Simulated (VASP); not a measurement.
# RbCl (Fm-3m) in VASP: settings compared

RbCl is run at these levels: PBE, PBEsol; tasks: relaxation of cell and atoms.

Everything below comes from runs of VASP 6.6.1. Logs are shortened: lines on timing, memory, paths and dates and some standing lists are left out, and cuts for length are marked.

## (1) The cell of the first run

The structure is cubic, space group Fm-3m (No. 225). Conventional cell: a = 6.548 Å, b = 6.548 Å, c = 6.548 Å, α = 90.00°, β = 90.00°, γ = 90.00°. Rb (site symmetry m-3m) has 6 Cl at 3.27 Å within 4.3 Å. Cl (site symmetry m-3m) has 6 Rb at 3.27 Å within 4.3 Å.

## (2) Relaxation of cell and atoms, PBE

INCAR

```
SYSTEM = RbCl
PREC = Accurate ; ENCUT = 500
EDIFF = 1E-7 ; ISMEAR = -1
SIGMA = 0.02 ; LREAL = .FALSE.
LASPH = .TRUE. ; NELM = 120
ALGO = Normal ; ISIF = 3
LWAVE = .FALSE. ; LCHARG = .FALSE.
GGA = PE ; IBRION = 2
NSW = 80 ; EDIFFG = -0.005
GGA_COMPAT = .FALSE. ; NELMIN = 4
```

KPOINTS

```
Automatic mesh
0
G
  6 6 6
  0 0 0
```

POSCAR

```
RbCl
1.0
    0.0000000000      3.2740000000      3.2740000000
    3.2740000000      0.0000000000      3.2740000000
    3.2740000000      3.2740000000      0.0000000000
Rb Cl
1 1
Direct
    0.0000000000      0.0000000000      0.0000000000
    0.5000000000      0.5000000000      0.5000000000
```

Potentials or basis: VASP PAW PBE potentials, release 64 (Rb_sv, Cl).

Started as:

```sh
cat potpaw_PBE.64/Rb_sv/POTCAR potpaw_PBE.64/Cl/POTCAR > POTCAR
mpirun -np 1 vasp_std > vasp.out
```

OUTCAR:

```text
SYSTEM = RbCl
   PREC = Accurate
   ENCUT = 500
   EDIFF = 1E-7
   ISMEAR = -1
   LREAL = .FALSE.
   LASPH = .TRUE.
   NELM = 120
   ISIF = 3
   GGA = PE
   IBRION = 2
   NSW = 80
   EDIFFG = -0.005
   NELMIN = 4

 ion  position               nearest neighbor table
   1  0.000  0.000  0.000-   2 3.27   2 3.27   2 3.27   2 3.27   2 3.27   2 3.27
   2  0.500  0.500  0.500-   1 3.27   1 3.27   1 3.27   1 3.27   1 3.27   1 3.27

  LATTYP: Found a face centered cubic cell.
 ALAT       =     6.5480000000

  Lattice vectors:

 A1 = (   0.0000000000,   3.2740000000,   3.2740000000)
 A2 = (   3.2740000000,   0.0000000000,   3.2740000000)
 A3 = (   3.2740000000,   3.2740000000,   0.0000000000)

Analysis of symmetry for initial positions (statically):
=====================================================================
 Subroutine PRICEL returns:
 Original cell was already a primitive cell.

 Routine SETGRP: Setting up the symmetry group for a
 face centered cubic supercell.

 Subroutine GETGRP returns: Found 48 space group operations
 (whereof 48 operations were pure point group operations)
 out of a pool of 48 trial point group operations.

The static configuration has the point symmetry O_h .

Analysis of symmetry for dynamics (positions and initial velocities):
=====================================================================
 Subroutine PRICEL returns:
 Original cell was already a primitive cell.

 Routine SETGRP: Setting up the symmetry group for a
 face centered cubic supercell.

 Subroutine GETGRP returns: Found 48 space group operations
 (whereof 48 operations were pure point group operations)
 out of a pool of 48 trial point group operations.

The dynamic configuration has the point symmetry O_h .

 Subroutine INISYM returns: Found 48 space group operations
 (whereof 48 operations are pure point group operations),
 and found     1 'primitive' translations

----------------------------------------------------------------------------------------

                                     Primitive cell

  volume of cell :      70.1885

  direct lattice vectors                    reciprocal lattice vectors
     0.000000000  3.274000000  3.274000000    -0.152718387  0.152718387  0.152718387
     3.274000000  0.000000000  3.274000000     0.152718387 -0.152718387  0.152718387
     3.274000000  3.274000000  0.000000000     0.152718387  0.152718387 -0.152718387

  length of vectors
     4.630135203  4.630135203  4.630135203     0.264516006  0.264516006  0.264516006

  position of ions in fractional coordinates (direct lattice)
     0.000000000  0.000000000  0.000000000
     0.500000000  0.500000000  0.500000000

  ion indices of the primitive-cell ions
   primitive index   ion index
                 1           1
                 2           2

----------------------------------------------------------------------------------------

 KPOINTS: Automatic mesh

Automatic generation of k-mesh.
 Grid dimensions read from file:
 generate k-points for:    6    6    6

 Generating k-lattice:

  Cartesian coordinates                     Fractional coordinates (reciprocal lattice)
    -0.025453065  0.025453065  0.025453065     0.166666667  0.000000000  0.000000000
     0.025453065 -0.025453065  0.025453065     0.000000000  0.166666667  0.000000000
     0.025453065  0.025453065 -0.025453065     0.000000000  0.000000000  0.166666667

  Length of vectors
     0.044086001  0.044086001  0.044086001

  Shift w.r.t. Gamma in fractional coordinates (k-lattice)
     0.000000000  0.000000000  0.000000000

 Subroutine IBZKPT returns following result:
 ===========================================

 Found     16 irreducible k-points:

 Following reciprocal coordinates:
            Coordinates               Weight
  0.000000  0.000000  0.000000      1.000000
  0.166667  0.000000  0.000000      8.000000
  0.333333  0.000000  0.000000      8.000000
  0.500000  0.000000  0.000000      4.000000
  0.166667  0.166667  0.000000      6.000000
  0.333333  0.166667  0.000000     24.000000
[... 8 lines left out ...]
 -0.333333  0.333333  0.166667     24.000000
 -0.333333  0.500000  0.166667     12.000000
   k-points           NKPTS =     16   k-points in BZ     NKDIM =     16   number of bands    NBANDS=     12
   number of dos      NEDOS =    301   number of ions     NIONS =      2
   total plane-waves  NPLWV =  46656
   dimension x,y,z NGX =    36 NGY =   36 NGZ =   36
   dimension x,y,z NGXF=    72 NGYF=   72 NGZF=   72
   ions per type =               1   1
   NGX,Y,Z   is equivalent  to a cutoff of  12.93, 12.93, 12.93 a.u.
   NGXF,Y,Z  is equivalent  to a cutoff of  25.85, 25.85, 25.85 a.u.
 SYSTEM =  RbCl
   PREC   = accura    normal or accurate (medium, high low for compatibility)
   ISTART =      0    job   : 0-new  1-cont  2-samecut
   ICHARG =      2    charge: 1-file 2-atom 10-const
   ISPIN  =      1    spin polarized calculation?
   LNONCOLLINEAR =      F non collinear calculations
   LSORBIT =      F    spin-orbit coupling
   LASPH  =      T    aspherical Exc in radial PAW
   ENCUT  =  500.0 eV  36.75 Ry    6.06 a.u.   8.44  8.44  8.44*2*pi/ulx,y,z
   NELM   =    120;   NELMIN=  4; NELMDL= -5     # of ELM steps
   EDIFF  = 0.1E-06   stopping-criterion for ELM
   LREAL  =      F    real-space projection
   EDIFFG = -.5E-02   stopping-criterion for IOM
   NSW    =     80    number of steps for IOM
   IBRION =      2    ionic relax: 0-MD 1-quasi-New 2-CG
   NFREE  =      1    steps in history (QN), initial steepest desc. (CG)
   ISIF   =      3    stress and relaxation
   ISYM   =      2    0-nonsym 1-usesym 2-fastsym
   POTIM  = 0.5000    time-step for ionic-motion
   TEBEG  =    0.0;   TEEND  =   0.0 temperature during run
   PSTRESS=    0.0 pullay stress
   NELECT =      16.0000    total number of electrons
   NUPDOWN=      -1.0000    fix difference up-down
   EMIN   =  10.00;   EMAX   =-10.00  energy-range for DOS
   EFERMI =   0.00;   METHOD = LEGACY
   ISMEAR =    -1;   SIGMA  =   0.02  broadening in eV -4-tet -1-fermi 0-gaus
   EFERMI_NEDOS =   21; number of points for ismear=-14 and -15
   IALGO  =     38    algorithm
   IMIX   =      4    mixing-type and parameters
     AMIX     =   0.40;   BMIX     =  1.00
     AMIX_MAG =   1.60;   BMIX_MAG =  1.00
  volume/ion in A,a.u.               =      35.09       236.83
  Fermi-wavevector in a.u.,A,eV,Ry     =   1.000060  1.889840 13.607465  1.000120
  Thomas-Fermi vector in A             =   2.132392
   LORBIT       =      0    0 simple, 1 ext, 2 COOP (PROOUT), +10 PAW based schemes
   GGA     = PE    functional components
   LHFCALC =     F    Hartree Fock is set to
   AEXX    =    0.0000 exact exchange contribution
   IVDW    =     0    specifies the selected vdW correction
   LEPSILON=     F    determine dielectric tensor
   LRPA    =     F    only Hartree local field effects (RPA)
 conjugate gradient relaxation of ions
 non-spin polarized calculation
  energy-cutoff  :      500.00
  volume of cell :       70.19
 maximum number of plane-waves:      1807
 NGX is ok and might be reduce to    36
   NGX = 17   NGY = 17   NGZ = 17

--------------------------------------- Ionic step        1  -------------------------------------------

 number of electron      16.0000001 magnetization

 Free energy of the ion-electron system (eV)
  ---------------------------------------------------
  ext. energy  EPLUGINS =         0.00000000
  ---------------------------------------------------
  free energy    TOTEN  =        -6.65811512 eV

  energy without entropy =       -6.65811512  energy(sigma->0) =       -6.65811512

------------------------ aborting loop because EDIFF is reached ----------------------------------------

  FORCE on cell =-STRESS in cart. coord.  units (eV):
  Direction    XX          YY          ZZ          XY          YZ          ZX
  --------------------------------------------------------------------------------------
  -------------------------------------------------------------------------------------
  Total        0.5049968      0.5049968      0.5049968      0.0000000     -0.0000000      0.0000000
  in kB       11.5274493     11.5274493     11.5274493      0.0000000     -0.0000000      0.0000000
  external PRESSURE =      11.5274493 kB  Pullay stress =       0.0000000 kB

 VOLUME and BASIS-vectors are now :
 -----------------------------------------------------------------------------
  energy-cutoff  :      500.00
  volume of cell :       70.19
      direct lattice vectors                 reciprocal lattice vectors
     0.000000000  3.274000000  3.274000000    -0.152718387  0.152718387  0.152718387
     3.274000000  0.000000000  3.274000000     0.152718387 -0.152718387  0.152718387
     3.274000000  3.274000000  0.000000000     0.152718387  0.152718387 -0.152718387

 POSITION                                       TOTAL-FORCE (eV/Angst)
 -----------------------------------------------------------------------------------
      0.00000      0.00000      0.00000        -0.000000     -0.000000      0.000000
      3.27400      3.27400      3.27400         0.000000      0.000000     -0.000000
 -----------------------------------------------------------------------------------
    total drift:                                0.000000      0.000000      0.000000

  FREE ENERGIE OF THE ION-ELECTRON SYSTEM (eV)
  ---------------------------------------------------
  free  energy   TOTEN  =        -6.6581151217 eV
[... 53 lines left out ...]
 VOLUME and BASIS-vectors are now :
 -----------------------------------------------------------------------------
  energy-cutoff  :      500.00
  volume of cell :       75.32
      direct lattice vectors                 reciprocal lattice vectors
    -0.000000000  3.351947196  3.351947196    -0.149167028  0.149167028  0.149167028
     3.351947196  0.000000000  3.351947196     0.149167028 -0.149167028  0.149167028
     3.351947196  3.351947196  0.000000000     0.149167028  0.149167028 -0.149167028

 POSITION                                       TOTAL-FORCE (eV/Angst)
 -----------------------------------------------------------------------------------
      0.00000      0.00000      0.00000         0.000000      0.000000      0.000000
      3.35195      3.35195      3.35195        -0.000000     -0.000000     -0.000000
 -----------------------------------------------------------------------------------
    total drift:                                0.000000      0.000000      0.000000

  FREE ENERGIE OF THE ION-ELECTRON SYSTEM (eV)
  ---------------------------------------------------
  free  energy   TOTEN  =        -6.6745241712 eV

  energy  without entropy=       -6.6745241712  energy(sigma->0) =       -6.67452417

--------------------------------------- Ionic step        4  -------------------------------------------

 number of electron      16.0000000 magnetization

 Free energy of the ion-electron system (eV)
  ---------------------------------------------------
  ext. energy  EPLUGINS =         0.00000000
  ---------------------------------------------------
  free energy    TOTEN  =        -6.67455953 eV

  energy without entropy =       -6.67455953  energy(sigma->0) =       -6.67455953

 E-fermi :  -1.6023     XC(G=0):  -7.1438

 val. band max:       -2.0656235027   @ k =   0.0000   0.0000   0.0000
 cond. band min:       2.7690952392   @ k =   0.0000   0.0000   0.0000
 fundamental gap:      4.8347187419
 Fermi energy:        -1.6023178490

 k-point     1 :       0.0000    0.0000    0.0000
  band No.  band energies     occupation
      1     -26.1154      2.00000
      2     -14.0195      2.00000
      3     -10.1643      2.00000
      4     -10.1643      2.00000
      5     -10.1643      2.00000
      6      -2.0656      2.00000
      7      -2.0656      2.00000
      8      -2.0656      2.00000
      9       2.7691      0.00000
     10       5.8881      0.00000
     11       5.8881      0.00000
     12       5.8881      0.00000

 k-point     2 :       0.1667    0.0000    0.0000
  band No.  band energies     occupation
      1     -26.1124      2.00000
      2     -14.0314      2.00000
      3     -10.1672      2.00000
      4     -10.1672      2.00000
      5     -10.1604      2.00000
      6      -2.2986      2.00000
      7      -2.1434      2.00000
      8      -2.1434      2.00000
      9       3.3572      0.00000
     10       5.7104      0.00000
     11       6.2146      0.00000
     12       6.2146      0.00000
[... 221 lines left out ...]
 VOLUME and BASIS-vectors are now :
 -----------------------------------------------------------------------------
  energy-cutoff  :      500.00
  volume of cell :       75.09
      direct lattice vectors                 reciprocal lattice vectors
    -0.000000000  3.348517534  3.348517534    -0.149319809  0.149319809  0.149319809
     3.348517534  0.000000000  3.348517534     0.149319809 -0.149319809  0.149319809
     3.348517534  3.348517534  0.000000000     0.149319809  0.149319809 -0.149319809

 POSITION                                       TOTAL-FORCE (eV/Angst)
 -----------------------------------------------------------------------------------
      0.00000      0.00000      0.00000        -0.000000      0.000000      0.000000
      3.34852      3.34852      3.34852         0.000000     -0.000000     -0.000000
 -----------------------------------------------------------------------------------
    total drift:                                0.000000      0.000000      0.000000

  FREE ENERGIE OF THE ION-ELECTRON SYSTEM (eV)
  ---------------------------------------------------
  free  energy   TOTEN  =        -6.6745595322 eV

  energy  without entropy=       -6.6745595322  energy(sigma->0) =       -6.67455953

 reached required accuracy - stopping structural energy minimisation
```

It took 34 s on 1 thread of AMD EPYC 9R45 (Zen 5), shared host; peak memory 0.18 GiB.

Results:

- Free energy: -6.6746 eV
- Relaxed volume: 37.55 Å³/atom
- Relaxed cell: a = 4.736 Å, b = 4.736 Å, c = 4.736 Å, α = 60.00°, β = 60.00°, γ = 60.00°
- Space group after relaxing (to 0.05 Å): Fm-3m (No. 225)
- Energy gained by relaxing: 8.2 meV/atom
- Ionic steps: 4
- Pressure after relaxing: 0.0 GPa
- Band gap on the k mesh: 4.83 eV, direct

The path:
```csv
step,energy change (eV),largest force (eV/Å),pressure (GPa),volume (Å³)
1,0.0000,0.0000,1.15,70.19
2,-0.0131,0.0000,0.48,72.78
3,-0.0164,0.0000,-0.05,75.32
4,-0.0164,0.0000,0.00,75.09
```

Final structure:
```
Rb Cl
1.0
     0.00000    3.34852    3.34852
     3.34852    0.00000    3.34852
     3.34852    3.34852    0.00000
Rb Cl
1 1
Direct
  0.00000 0.00000 0.00000
  0.50000 0.50000 0.50000
```

Levels at points of the mesh, in eV from the valence-band top:
| k point | band 6 | band 7 | band 8 | band 9 | band 10 | band 11 |
| --- | --- | --- | --- | --- | --- | --- |
| (0.00, 0.00, 0.00) | 0.00 | 0.00 | 0.00 | 4.83 | 7.95 | 7.95 |
| (0.50, 0.00, 0.00) | -0.79 | -0.30 | -0.30 | 7.57 | 7.78 | 9.96 |
| (0.50, 0.50, 0.00) | -0.32 | -0.10 | -0.10 | 6.24 | 7.83 | 9.42 |

PBE usually gives volumes a little too large and moduli too small. Zero-point motion and thermal expansion aren't in these numbers.

[end of part 1 of 2]
